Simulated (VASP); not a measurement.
# Ti (Fd-3m) in VASP: a series of runs

The runs below take Ti through single point, relaxation of cell and atoms, with revPBE.

Program: VASP 6.6.1. These are calculated values, not measurements. Logs are shortened: lines on timing, memory, paths and dates and some standing lists are left out, and cuts for length are marked.

### 1 The cell of the first run

Symmetry: Fd-3m, No. 227, cubic system. Conventional cell: a = 5.790 Å, b = 5.790 Å, c = 5.790 Å, α = 90.00°, β = 90.00°, γ = 90.00°. Within 3.3 Å of Ti (site symmetry -43m) lie 4 Ti at 2.51 Å.

### 2 Single point, revPBE

File INCAR:

```
SYSTEM = Ti
ALGO = Normal
EDIFF = 1E-6
ENCUT = 520
GGA = RE
ISIF = 2
ISMEAR = -1
LASPH = .True.
LCHARG = .True.
LELF = .True.
LREAL = .False.
LVHAR = .True.
LWAVE = .False.
NBANDS = 19
NELM = 100
PREC = Accurate
SIGMA = 0.1
```

File KPOINTS:

```
k-points
0
Gamma
  15 15 15
  0 0 0
```

File POSCAR:

```
Ti
1.0
    0.0000000000      2.8947880116      2.8947880116
    2.8947880116      0.0000000000      2.8947880116
    2.8947880116      2.8947880116      0.0000000000
Ti
2
Direct
    0.1250000000      0.1250000000      0.1250000000
    0.8750000000      0.8750000000      0.8750000000
```

Potentials or basis: VASP PAW PBE potentials, release 64 (Ti_sv).

Command:

```console
cat potpaw_PBE.64/Ti_sv/POTCAR > POTCAR
mpirun -np 1 vasp_std > vasp.out
```

OUTCAR:

```text
SYSTEM = Ti
   EDIFF = 1E-6
   ENCUT = 520
   GGA = RE
   ISIF = 2
   ISMEAR = -1
   LASPH = .True.
   LREAL = .False.
   NELM = 100
   PREC = Accurate

 ion  position               nearest neighbor table
   1  0.125  0.125  0.125-   2 2.51   2 2.51   2 2.51   2 2.51
   2  0.875  0.875  0.875-   1 2.51   1 2.51   1 2.51   1 2.51

  LATTYP: Found a face centered cubic cell.
 ALAT       =     5.7895760232

  Lattice vectors:

 A1 = (   0.0000000000,   2.8947880116,   2.8947880116)
 A2 = (   2.8947880116,   0.0000000000,   2.8947880116)
 A3 = (   2.8947880116,   2.8947880116,   0.0000000000)

Analysis of symmetry for initial positions (statically):
=====================================================================
 Subroutine PRICEL returns:
 Original cell was already a primitive cell.

 Routine SETGRP: Setting up the symmetry group for a
 face centered cubic supercell.

 Subroutine GETGRP returns: Found 48 space group operations
 (whereof 12 operations were pure point group operations)
 out of a pool of 48 trial point group operations.

The static configuration has the point symmetry D_3d.
 The point group associated with its full space group is O_h .

Analysis of symmetry for dynamics (positions and initial velocities):
=====================================================================
 Subroutine PRICEL returns:
 Original cell was already a primitive cell.

 Routine SETGRP: Setting up the symmetry group for a
 face centered cubic supercell.

 Subroutine GETGRP returns: Found 48 space group operations
 (whereof 12 operations were pure point group operations)
 out of a pool of 48 trial point group operations.

The dynamic configuration has the point symmetry D_3d.
 The point group associated with its full space group is O_h .

 Subroutine INISYM returns: Found 48 space group operations
 (whereof 12 operations are pure point group operations),
 and found     1 'primitive' translations

----------------------------------------------------------------------------------------

                                     Primitive cell

  volume of cell :      48.5155

  direct lattice vectors                    reciprocal lattice vectors
     0.000000000  2.894788012  2.894788012    -0.172724220  0.172724220  0.172724220
     2.894788012  0.000000000  2.894788012     0.172724220 -0.172724220  0.172724220
     2.894788012  2.894788012  0.000000000     0.172724220  0.172724220 -0.172724220

  length of vectors
     4.093848466  4.093848466  4.093848466     0.299167124  0.299167124  0.299167124

  position of ions in fractional coordinates (direct lattice)
     0.125000000  0.125000000  0.125000000
     0.875000000  0.875000000  0.875000000

  ion indices of the primitive-cell ions
   primitive index   ion index
                 1           1
                 2           2

----------------------------------------------------------------------------------------

 KPOINTS: k-points

Automatic generation of k-mesh.
 Grid dimensions read from file:
 generate k-points for:   15   15   15

 Generating k-lattice:

  Cartesian coordinates                     Fractional coordinates (reciprocal lattice)
    -0.011514948  0.011514948  0.011514948     0.066666667  0.000000000  0.000000000
     0.011514948 -0.011514948  0.011514948     0.000000000  0.066666667  0.000000000
     0.011514948  0.011514948 -0.011514948     0.000000000  0.000000000  0.066666667

  Length of vectors
     0.019944475  0.019944475  0.019944475

  Shift w.r.t. Gamma in fractional coordinates (k-lattice)
     0.000000000  0.000000000  0.000000000

 Subroutine IBZKPT returns following result:
 ===========================================

 Found    120 irreducible k-points:

 Following reciprocal coordinates:
            Coordinates               Weight
  0.000000  0.000000  0.000000      1.000000
  0.066667  0.000000  0.000000      8.000000
  0.133333  0.000000  0.000000      8.000000
  0.200000  0.000000  0.000000      8.000000
  0.266667  0.000000  0.000000      8.000000
  0.333333  0.000000  0.000000      8.000000
[... 16 lines left out ...]
  0.133333  0.133333  0.000000      6.000000
  0.200000  0.133333  0.000000     24.000000
 [... further k-points ...]
   k-points           NKPTS =    120   k-points in BZ     NKDIM =    120   number of bands    NBANDS=     19
   number of dos      NEDOS =    301   number of ions     NIONS =      2
   total plane-waves  NPLWV =  27000
   dimension x,y,z NGX =    30 NGY =   30 NGZ =   30
   dimension x,y,z NGXF=    60 NGYF=   60 NGZF=   60
   ions per type =               2
   NGX,Y,Z   is equivalent  to a cutoff of  12.18, 12.18, 12.18 a.u.
   NGXF,Y,Z  is equivalent  to a cutoff of  24.37, 24.37, 24.37 a.u.
 SYSTEM =  Ti
   PREC   = accura    normal or accurate (medium, high low for compatibility)
   ISTART =      0    job   : 0-new  1-cont  2-samecut
   ICHARG =      2    charge: 1-file 2-atom 10-const
   ISPIN  =      1    spin polarized calculation?
   LNONCOLLINEAR =      F non collinear calculations
   LSORBIT =      F    spin-orbit coupling
   LASPH  =      T    aspherical Exc in radial PAW
   ENCUT  =  520.0 eV  38.22 Ry    6.18 a.u.   7.61  7.61  7.61*2*pi/ulx,y,z
   NELM   =    100;   NELMIN=  2; NELMDL= -5     # of ELM steps
   EDIFF  = 0.1E-05   stopping-criterion for ELM
   LREAL  =      F    real-space projection
   EDIFFG = 0.1E-04   stopping-criterion for IOM
   NSW    =      0    number of steps for IOM
   IBRION =     -1    ionic relax: 0-MD 1-quasi-New 2-CG
   NFREE  =      0    steps in history (QN), initial steepest desc. (CG)
   ISIF   =      2    stress and relaxation
   ISYM   =      2    0-nonsym 1-usesym 2-fastsym
   POTIM  = 0.5000    time-step for ionic-motion
   TEBEG  =    0.0;   TEEND  =   0.0 temperature during run
   PSTRESS=    0.0 pullay stress
   NELECT =      24.0000    total number of electrons
   NUPDOWN=      -1.0000    fix difference up-down
   EMIN   =  10.00;   EMAX   =-10.00  energy-range for DOS
   EFERMI =   0.00;   METHOD = LEGACY
   ISMEAR =    -1;   SIGMA  =   0.10  broadening in eV -4-tet -1-fermi 0-gaus
   EFERMI_NEDOS =   21; number of points for ismear=-14 and -15
   IALGO  =     38    algorithm
   IMIX   =      4    mixing-type and parameters
     AMIX     =   0.40;   BMIX     =  1.00
     AMIX_MAG =   1.60;   BMIX_MAG =  1.00
  volume/ion in A,a.u.               =      24.26       163.70
  Fermi-wavevector in a.u.,A,eV,Ry     =   1.294748  2.446718 22.808420  1.676372
  Thomas-Fermi vector in A             =   2.426311
   LORBIT       =      0    0 simple, 1 ext, 2 COOP (PROOUT), +10 PAW based schemes
   GGA     = RE    functional components
   LHFCALC =     F    Hartree Fock is set to
   AEXX    =    0.0000 exact exchange contribution
   IVDW    =     0    specifies the selected vdW correction
   LEPSILON=     F    determine dielectric tensor
   LRPA    =     F    only Hartree local field effects (RPA)
 non-spin polarized calculation
  energy-cutoff  :      520.00
  volume of cell :       48.52
 maximum number of plane-waves:      1326
   NGX = 15   NGY = 15   NGZ = 15

 number of electron      24.0000010 magnetization

 Free energy of the ion-electron system (eV)
  ---------------------------------------------------
  ext. energy  EPLUGINS =         0.00000000
  ---------------------------------------------------
  free energy    TOTEN  =       -10.44777293 eV

  energy without entropy =      -10.21665458  energy(sigma->0) =      -10.33221375

 E-fermi :   4.9651     XC(G=0):  -9.6395

 val. band max:        4.9624730769   @ k =   0.4000   0.2667   0.0000
 cond. band min:       4.9669436224   @ k =  -0.3333   0.4667   0.2000
 fundamental gap:      0.0044705455
 Fermi energy:         4.9650959763

 k-point     1 :       0.0000    0.0000    0.0000
  band No.  band energies     occupation
      1     -51.8793      2.00000
      2     -51.4732      2.00000
      3     -28.2624      2.00000
      4     -28.2623      2.00000
      5     -28.2623      2.00000
      6     -27.6369      2.00000
[... 11 lines left out ...]
     18       8.6121      0.00000
     19       8.6121      0.00000

 k-point     2 :       0.0667    0.0000    0.0000
  band No.  band energies     occupation
      1     -51.8760      2.00000
      2     -51.4766      2.00000
      3     -28.2660      2.00000
      4     -28.2660      2.00000
      5     -28.2624      2.00000
      6     -27.6376      2.00000
[... 11 lines left out ...]
     18       8.6083      0.00000
     19       8.6083      0.00000

 k-point     3 :       0.1333    0.0000    0.0000
  band No.  band energies     occupation
      1     -51.8665      2.00000
      2     -51.4864      2.00000
      3     -28.2760      2.00000
      4     -28.2760      2.00000
      5     -28.2624      2.00000
      6     -27.6393      2.00000
[... 11 lines left out ...]
     18       8.5948      0.00000
     19       8.5948      0.00000

 k-point     4 :       0.2000    0.0000    0.0000
  band No.  band energies     occupation
      1     -51.8514      2.00000
      2     -51.5019      2.00000
      3     -28.2901      2.00000
      4     -28.2901      2.00000
      5     -28.2628      2.00000
      6     -27.6415      2.00000
[... 11 lines left out ...]
     18       8.5654      0.00000
     19       8.5654      0.00000

 k-point     5 :       0.2667    0.0000    0.0000
  band No.  band energies     occupation
      1     -51.8323      2.00000
      2     -51.5216      2.00000
      3     -28.3057      2.00000
      4     -28.3057      2.00000
      5     -28.2634      2.00000
      6     -27.6437      2.00000
[... 11 lines left out ...]
     18       8.5120      0.00000
     19       8.5120      0.00000
[... 334 lines left out ...]
      2     -51.4939      2.00000
      3     -28.2950      2.00000
      4     -28.2782      2.00000
      5     -28.2546      2.00000
      6     -27.6479      2.00000
[... 11 lines left out ...]
     18       8.4900      0.00000
     19       8.6622      0.00000

 k-point    22 :      -0.0667    0.0667    0.0000
  band No.  band energies     occupation
      1     -51.8706      2.00000
      2     -51.4821      2.00000
      3     -28.2782      2.00000
      4     -28.2688      2.00000
      5     -28.2586      2.00000
      6     -27.6422      2.00000
[... 11 lines left out ...]
     18       8.5557      0.00000
     19       8.6431      0.00000

 k-point    23 :       0.1333    0.1333    0.0000
  band No.  band energies     occupation
      1     -51.8620      2.00000
      2     -51.4910      2.00000
      3     -28.2919      2.00000
      4     -28.2919      2.00000
      5     -28.2363      2.00000
      6     -27.6661      2.00000
[... 11 lines left out ...]
     18       8.4218      0.00000
     19       8.7106      0.00000

 k-point    24 :       0.2000    0.1333    0.0000
  band No.  band energies     occupation
      1     -51.8506      2.00000
      2     -51.5028      2.00000
      3     -28.3068      2.00000
      4     -28.3066      2.00000
      5     -28.2247      2.00000
      6     -27.6792      2.00000
[... 11 lines left out ...]
     18       8.3259      0.00000
     19       8.7288      0.00000

 [... further k-points ...]
[... 5 lines left out ...]
  --------------------------------------------------------------------------------------
  -------------------------------------------------------------------------------------
  Total        0.0132971      0.0132971      0.0132971      0.0000000     -0.0000000      0.0000000
  in kB        0.4391237      0.4391237      0.4391237      0.0000000     -0.0000000      0.0000000
  external PRESSURE =       0.4391237 kB  Pullay stress =       0.0000000 kB

 VOLUME and BASIS-vectors are now :
 -----------------------------------------------------------------------------
  energy-cutoff  :      520.00
  volume of cell :       48.52
      direct lattice vectors                 reciprocal lattice vectors
     0.000000000  2.894788012  2.894788012    -0.172724220  0.172724220  0.172724220
     2.894788012  0.000000000  2.894788012     0.172724220 -0.172724220  0.172724220
     2.894788012  2.894788012  0.000000000     0.172724220  0.172724220 -0.172724220

 POSITION                                       TOTAL-FORCE (eV/Angst)
 -----------------------------------------------------------------------------------
      0.72370      0.72370      0.72370         0.000000     -0.000000     -0.000000
      5.06588      5.06588      5.06588        -0.000000      0.000000      0.000000
 -----------------------------------------------------------------------------------
    total drift:                               -0.000000      0.000000      0.000000

  FREE ENERGIE OF THE ION-ELECTRON SYSTEM (eV)
  ---------------------------------------------------
  free  energy   TOTEN  =       -10.4477729280 eV

  energy  without entropy=      -10.2166545807  energy(sigma->0) =      -10.33221375
```

Wall time 2.3 min (1 thread of Intel Xeon Platinum 8259CL at 2.50GHz (Skylake/Cascade Lake), shared host); peak memory 0.22 GiB.

What came out:

* Free energy: -10.4478 eV
* Pressure: 0.0 GPa
* Band gap on the k mesh: zero (band 12 reaches 5.04 eV, above the bottom of band 13 at 4.83 eV)

Caveat: the PAW data sets were made with another functional, which shifts forces and pressure a little.

### 3 Relaxation of cell and atoms, revPBE

This run uses another cell than the first one, of 23.84 Å³/atom, 0.983 times its volume.

File INCAR:

```
PREC     = Accurate       # precision mode
ENCUT    = 600            # plane-wave cutoff, eV
EDIFF    = 1E-7           # SCF threshold, eV
ISMEAR   = -1             # smearing method
SIGMA    = 0.1            # smearing width, eV
LREAL    = F              # projectors in reciprocal space
LASPH    = T              # aspherical terms in the spheres
NELM     = 60             # most SCF steps
ALGO     = Normal         # electronic algorithm
ISIF     = 3              # what is computed and relaxed
LWAVE    = F              # write WAVECAR
LCHARG   = F              # write CHGCAR
GGA      = RE             # functional
IBRION   = 2              # ionic algorithm
NSW      = 80             # ionic steps
EDIFFG   = -0.01          # ionic threshold
```

File KPOINTS:

```
Automatic mesh
0
Gamma
  10 10 10
```

File POSCAR:

```
Ti
1.0
    0.0000000000      2.8780170575      2.8780170575
    2.8780170575      0.0000000000      2.8780170575
    2.8780170575      2.8780170575      0.0000000000
Ti
2
Direct
    0.1250000000      0.1250000000      0.1250000000
    0.8750000000      0.8750000000      0.8750000000
```

Potentials or basis: VASP PAW PBE potentials, release 64 (Ti_sv).

Command:

```console
cat potpaw_PBE.64/Ti_sv/POTCAR > POTCAR
mpirun -np 1 vasp_std > vasp.out
```

Wall time 2.8 min (1 thread of Intel Xeon Platinum 8259CL at 2.50GHz (Skylake/Cascade Lake), shared host); peak memory 0.23 GiB.

It converged, with:

* Free energy: -10.4477 eV
* Relaxed volume: 24.29 Å³/atom
* Relaxed cell: a = 4.095 Å, b = 4.095 Å, c = 4.095 Å, α = 60.00°, β = 60.00°, γ = 60.00°
* Space group after relaxing (to 0.05 Å): Fd-3m (No. 227)
* Energy gained by relaxing: 0.8 meV/atom
* Ionic steps: 3
* Pressure after relaxing: 0.0 GPa
* Band gap on the k mesh: zero (band 12 reaches 5.01 eV, above the bottom of band 13 at 4.83 eV)

The path:
| step | energy change (eV) | largest force (eV/Å) | pressure (GPa) | volume (Å³) |
| --- | --- | --- | --- | --- |
| 1 | 0.0000 | 0.0000 | 0.55 | 47.68 |
| 2 | -0.0013 | 0.0000 | 0.20 | 48.24 |
| 3 | -0.0015 | 0.0000 | 0.01 | 48.57 |

Final structure:
```
Ti
1.0
     0.00000    2.89595    2.89595
     2.89595    0.00000    2.89595
     2.89595    2.89595    0.00000
Ti
2
Direct
  0.12500 0.12500 0.12500
  0.87500 0.87500 0.87500
```

Levels at points of the mesh, in eV from the Fermi level:
```csv
k point,band 10,band 11,band 12,band 13,band 14,band 15
"(0.00, 0.00, 0.00)",-0.50,-0.50,-0.13,-0.13,-0.13,1.61
"(0.50, 0.00, 0.00)",-1.25,-0.49,-0.49,-0.08,-0.08,0.33
"(0.50, 0.50, 0.00)",-1.59,0.02,0.02,0.02,0.02,1.49
```

Caveat: the PAW data sets were made with another functional, which shifts forces and pressure a little.
